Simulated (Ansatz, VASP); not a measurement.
Os: VASP beside Ansatz

```
Os
1.0
     2.73410    0.00000    0.00000
    -1.36705    2.36780    0.00000
     0.00000    0.00000    4.31970
Os
2
Direct
  0.66667 0.33333 0.75000
  0.33333 0.66667 0.25000
```

Alike in both runs: task relaxation of cell and atoms; functional PBE; k mesh 11 × 11 × 6; occupations fermi-dirac, width 0.05 eV; no spin polarisation.

|  | VASP | Ansatz |
| --- | --- | --- |
| version | VASP 6.6.1 | Ansatz 0.2.0 |
| potentials or method | VASP PAW PBE potentials, release 64 (Os) | Ansatz PAW |
| plane-wave cutoff (eV) | 580 | 420 |
| valence electrons in the cell | 16 | 32 |

```csv
,VASP,Ansatz,Ansatz less VASP
"gap on the k mesh at the Fermi level, each at its own relaxed structure (eV)",none,none,-
relaxed volume (Å³/atom),14.28,14.28,+0.003
relaxed cell length with the largest relative difference (Å),4.348,4.349,+0.0011
```

A gap of «none» marks a metal or a gap that the smearing closes. VASP's potentials hold 16 valence electrons a cell and Ansatz's 32, so a difference there can come from the potentials and not from the codes.

Neither program's run includes spin-orbit coupling. Noted on Ansatz's run: the plane-wave basis is chosen anew once the cell has moved, so the energies of steps on either side of that aren't comparable.
